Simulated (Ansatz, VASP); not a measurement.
Be2Se: VASP beside Ansatz

```
Be Se
1.0
     3.46227    0.00000    0.00000
     0.00000    3.46227    0.00000
     0.00000    0.00000   11.31653
Be Se
6 3
Cartesian
  1.7311 0.0000 7.2734
  0.0000 0.0000 5.6583
  0.0000 1.7311 4.0431
  1.7311 1.7311 5.6583
  1.7311 0.0000 1.3463
  0.0000 1.7311 9.9703
  1.7311 1.7311 8.6124
  1.7311 1.7311 2.7041
  0.0000 0.0000 0.0000
```

Alike in both runs: functional PBE; k mesh 10 × 10 × 4; occupations gaussian, width 0.1 eV; no spin polarisation.

Ansatz relaxed the structure, and its values are those at the end. VASP's run is a single point on that final structure, the one shown.

|  | VASP | Ansatz |
| --- | --- | --- |
| version | VASP 6.6.1 | Ansatz 0.2.0 |
| potentials or method | VASP PAW PBE potentials, release 64 (Be, Se), cutoff 520 eV | scalar-relativistic, plane waves, PAW |
| valence electrons in the cell | 30 | 60 |

Ansatz gave:

- gap on the k mesh at the Fermi level (eV): none
- pressure (GPa): 0.0
- rms of the force components (eV/Å): 0.002

Problem. Which values does VASP return?

Solution. gap on the k mesh at the Fermi level (eV): none; pressure (GPa): 0.2; rms of the force components (eV/Å): 0.004.

A gap of «none» marks a metal or a gap that the smearing closes. VASP's potentials hold 30 valence electrons a cell and Ansatz's 60, so a difference there can come from the potentials and not from the codes.
